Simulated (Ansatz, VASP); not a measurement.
BaO: VASP beside Ansatz

```
Ba O
1.0
     0.00000    2.73440    2.78624
     2.73440    0.00000    2.78624
     2.73440    2.73440    0.00000
Ba O
1 1
Direct
  0.00000 0.00000 0.00000
  0.50000 0.50000 0.50000
```

Alike in both runs: task single point; functional PBEsol; k mesh 8 × 8 × 8; no spin polarisation.

|  | VASP | Ansatz |
| --- | --- | --- |
| version | VASP 6.6.1 | Ansatz 0.2.0 |
| potentials or method | VASP PAW PBE potentials, release 64 (Ba_sv, O), cutoff 600 eV | scalar-relativistic, plane waves, PAW |
| occupations | gaussian, width 0.01 eV | fixed |
| valence electrons in the cell | 16 | 16 |

|  | VASP | Ansatz | Ansatz less VASP |
| --- | --- | --- | --- |
| gap on the k mesh at the Fermi level (eV) | 1.74 | 1.81 | +0.072 |
| least direct gap on the mesh (eV) | 1.74 | 1.81 | +0.072 |
| pressure (GPa) | 1.3 | -0.5 | -1.78 |
| traceless stress, the component that is largest in VASP (GPa) | -1.30 | -0.99 | +0.307 |

VASP's potentials were made for PBE, not for PBEsol, and Ansatz warns of the same on its side.

Spin-orbit coupling is off throughout.
